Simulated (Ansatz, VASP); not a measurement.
## W: VASP beside Ansatz

INCAR

```
PREC = Accurate ; ENCUT = 500
EDIFF = 1E-7 ; ISMEAR = 0
SIGMA = 0.1 ; LREAL = F
LASPH = T ; NELM = 120
ALGO = Normal ; ISIF = 3
LWAVE = F ; LCHARG = F
GGA = PE ; IBRION = 2
NSW = 100 ; EDIFFG = -0.005
GGA_COMPAT = F ; NELMIN = 4
```

KPOINTS

```
regular mesh
0
Gamma
  18 18 18
```

Contents of POSCAR:

```
W
1.0
   -1.5891893071      1.5891893071      1.5891893071
    1.5891893071     -1.5891893071      1.5891893071
    1.5891893071      1.5891893071     -1.5891893071
W
1
Direct
    0.0000000000      0.0000000000      0.0000000000
```

Input for Ansatz:

```yaml
crystal:
  lattice:
    - [-1.5891893071, 1.5891893071, 1.5891893071]
    - [1.5891893071, -1.5891893071, 1.5891893071]
    - [1.5891893071, 1.5891893071, -1.5891893071]
  atoms:
    - { symbol: W, position: [0.0, 0.0, 0.0] }
basis:
  ecutwfc: 420
kpoints:
  mp_grid: { grid: [18, 18, 18] }
hamiltonian:
  xc: pbe
scf:
  occupations: { method: gaussian, width: 0.1 }
output:
  forces: true
  stress: true
  eigenvalues: true
relax:
  adjacent_minimum: "off"
  f_tol: 0.005
  max_steps: 80
  cell: { stress_tol: 0.05 }
```

Alike in both runs: task relaxation of cell and atoms; functional PBE; k mesh 18 × 18 × 18; occupations gaussian, width 0.1 eV; no spin polarisation.

|  | VASP | Ansatz |
| --- | --- | --- |
| version | VASP 6.6.1 | Ansatz 0.2.0 |
| potentials or method | VASP PAW PBE potentials, release 64 (W_sv), cutoff 500 eV | scalar-relativistic, plane waves, PAW |
| valence electrons in the cell | 14 | 14 |

|  | VASP | Ansatz | Ansatz less VASP |
| --- | --- | --- | --- |
| gap on the k mesh at the Fermi level, each at its own relaxed structure (eV) | none | none | - |
| relaxed volume (Å³/atom) | 16.16 | 16.13 | -0.025 |
| relaxed cell length with the largest relative difference (Å) | 2.759 | 2.757 | -0.0014 |

A gap of «none» marks a metal or a gap that the smearing closes.

Spin-orbit coupling is off throughout.
